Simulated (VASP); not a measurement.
Set up this calculation in VASP 6.6.1, as the native input.

```yaml
Task: single point
Functional: PBEsol
Potentials_or_basis: VASP PAW PBE potentials, release 64 (P)
Cutoff: 500 eV
k_mesh: 24 × 24 × 24
Occupations: gaussian, width 0.1 eV
Spin: no spin polarisation
Dipole_correction: no
Further_INCAR_settings: ALGO = Normal; EDIFF = 1e-06; NBANDS = 8
```

The structure of P lies in POSCAR:

```
P
1.0
   -1.3806384350      1.3806384350      1.3806384350
    1.3806384350     -1.3806384350      1.3806384350
    1.3806384350      1.3806384350     -1.3806384350
P
1
Direct
    0.0000000000      0.0000000000      0.0000000000
```

This isn't the form of P at room conditions, which is orthorhombic.

One way to write it, as run:

INCAR

```
PREC = Accurate
ENCUT = 500
EDIFF = 1E-6
ISMEAR = 0
SIGMA = 0.1
LREAL = False
LASPH = True
NELM = 120
ALGO = Normal
ISIF = 2
LWAVE = False
LCHARG = True
GGA = PS
LELF = True
LVHAR = True
NBANDS = 8
GGA_COMPAT = False
```

KPOINTS

```
regular mesh
0
Gamma
  24 24 24
```

Potentials or basis: VASP PAW PBE potentials, release 64 (P).

Launch:

```sh
$ cat potpaw_PBE.64/P/POTCAR > POTCAR
$ mpirun -np 1 vasp_std > vasp.out
```

Results of the run:

```yaml
Pressure: 48.1 GPa
Band_gap_on_the_k_mesh: zero (an odd number of electrons rules out a gap without spin polarisation)
```

Caveat: the cell stands under pressure; the PAW data sets were made with another functional, which shifts forces and pressure a little; an odd number of electrons without spin polarisation forces a metal; a magnetic or distorted state may lie lower.

Wall time 36 s on 1 thread of Intel(R) Xeon(R) Platinum 8375C CPU @ 2.90GHz (Ice Lake), on a shared host, peak memory 0.13 GiB.
